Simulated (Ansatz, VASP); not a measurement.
## One calculation of HfO2, two programs

```xyz
3
Lattice="0.0675 2.5369 2.5369 2.5369 0.0675 2.5369 2.5369 2.5369 0.0675" Properties=species:S:1:pos:R:3 pbc="T T T"
Hf    0.0000    0.0000    0.0000
O     1.2853    1.2853    1.2853
O     3.8560    3.8560    3.8560
```

Alike in both runs: task single point; functional PBE; k mesh 8 × 8 × 8; occupations gaussian, width 0.05 eV; no spin polarisation.

|  | VASP | Ansatz |
| --- | --- | --- |
| version | VASP 6.6.1 | Ansatz 0.2.0 |
| potentials or method | VASP PAW PBE potentials, release 64 (Hf_pv, O), cutoff 520 eV | scalar-relativistic, plane waves, PAW |
| valence electrons in the cell | 22 | 38 |

|  | VASP | Ansatz | Ansatz less VASP |
| --- | --- | --- | --- |
| gap on the k mesh at the Fermi level (eV) | 3.92 | 3.90 | -0.025 |
| least direct gap on the mesh (eV) | 3.92 | 3.90 | -0.025 |
| pressure (GPa) | 11.5 | 15.7 | +4.22 |
| traceless stress, the component that is largest in VASP (GPa) | -2.74 | -2.87 | -0.127 |
| rms of the force components (eV/Å) | 0.172 | 0.187 | +0.0148 |

Atom by atom the forces differ by 0.015 eV/Å (rms over components). One of these differences is far larger than is usual between the two programs; its cause wasn't traced. With one functional, cell and mesh, what is left measures potentials, basis and numerics. VASP's potentials hold 22 valence electrons a cell and Ansatz's 38, so a difference there can come from the potentials and not from the codes.

Neither program's run includes spin-orbit coupling.
